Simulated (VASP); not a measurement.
Input of a VASP 6.6.1 run:

Contents of INCAR:

```
SYSTEM = Cd
PREC = Accurate
ENCUT = 520
EDIFF = 1E-6
ISMEAR = 1
SIGMA = 0.4
LREAL = .FALSE.
LASPH = .TRUE.
NELM = 60
ALGO = Fast
ISIF = 2
LWAVE = .FALSE.
LCHARG = .TRUE.
GGA = PE
LELF = .TRUE.
LVHAR = .TRUE.
NBANDS = 12
```

File KPOINTS:

```
regular mesh
0
G
  9 9 9
  0 0 0
```

File POSCAR:

```
Cd
1.0
    1.6080291515      0.9283960635      2.4492874100
   -1.6080291515      0.9283960635      2.4492874100
    0.0000000000     -1.8567921270      2.4492874100
Cd
1
Direct
    0.0000000000      0.0000000000      0.0000000000
```

Potentials or basis: VASP PAW PBE potentials, release 64 (Cd).

The run is started by

```bash
$ cat potpaw_PBE.64/Cd/POTCAR > POTCAR
$ mpirun -np 1 vasp_std > vasp.out
```

**Question.** What does it give for the band gap on the k mesh?

**Answer.** Zero (band 6 reaches 3.49 eV, above the bottom of band 7 at 1.55 eV).

**Question.** Estimate the pressure.

**Answer.** 2.6 GPa.

Stress tensor (GPa, compression positive):
```
2.81 0.00 0.00
0.00 2.81 0.00
0.00 0.00 2.06
```
